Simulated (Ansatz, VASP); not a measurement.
# One calculation of BN, two programs

INCAR

```
PREC = Accurate
ENCUT = 520
EDIFF = 1E-7
ISMEAR = 0
SIGMA = 0.05
LREAL = F
LASPH = T
NELM = 80
ALGO = Normal
ISIF = 2
LWAVE = F
LCHARG = T
GGA = PE
LELF = T
LVHAR = T
NBANDS = 16
```

File KPOINTS:

```
Automatic mesh
0
Gamma
  12 12 6
```

POSCAR

```
BN
1.0
    2.5539396017      0.0000000000      0.0000000000
   -1.2769698009      2.2117765748      0.0000000000
    0.0000000000      0.0000000000      4.2268550000
B N
2 2
Direct
    0.7175307554      0.4350615108      1.0529550666
    0.3333333333      0.6666666667      0.4997240000
    0.6666666667      0.3333333333      0.6252760000
    0.3333333333      0.6666666667      0.1252760000
```

Input for Ansatz:

```yaml
crystal:
  lattice:
    - [2.5539396017, 0.0, 0.0]
    - [-1.2769698009, 2.2117765748, 0.0]
    - [0.0, 0.0, 4.226855]
  atoms:
    - { symbol: B, position: [0.7175307554, 0.4350615108, 1.0529550666] }
    - { symbol: B, position: [0.3333333333, 0.6666666667, 0.499724] }
    - { symbol: "N", position: [0.6666666667, 0.3333333333, 0.625276] }
    - { symbol: "N", position: [0.3333333333, 0.6666666667, 0.125276] }
basis:
  ecutwfc: 420
kpoints:
  mp_grid: { grid: [12, 12, 6] }
hamiltonian:
  xc: pbe
scf:
  occupations: { method: gaussian, width: 0.05 }
output:
  forces: true
  stress: true
  eigenvalues: true
```

Alike in both runs: task single point; functional PBE; k mesh 12 × 12 × 6; occupations gaussian, width 0.05 eV; no spin polarisation.

|  | VASP | Ansatz |
| --- | --- | --- |
| version | VASP 6.6.1 | Ansatz 0.2.0 |
| potentials or method | VASP PAW PBE potentials, release 64 (B, N), cutoff 520 eV | scalar-relativistic, plane waves, PAW |
| valence electrons in the cell | 16 | 16 |

VASP gave:

```
gap on the k mesh at the Fermi level (eV)                     : 4.05
least direct gap on the mesh (eV)                             : 5.78
pressure (GPa)                                                : 15.4
traceless stress, the component that is largest in VASP (GPa) : 10.45
rms of the force components (eV/Å)                            : 2.828
```

Estimate Ansatz's values.

gap on the k mesh at the Fermi level (eV): 4.05; least direct gap on the mesh (eV): 5.78; pressure (GPa): 15.3; traceless stress, the component that is largest in VASP (GPa): 10.27; rms of the force components (eV/Å): 2.826.

Atom by atom the forces differ by 0.007 eV/Å (rms over components).
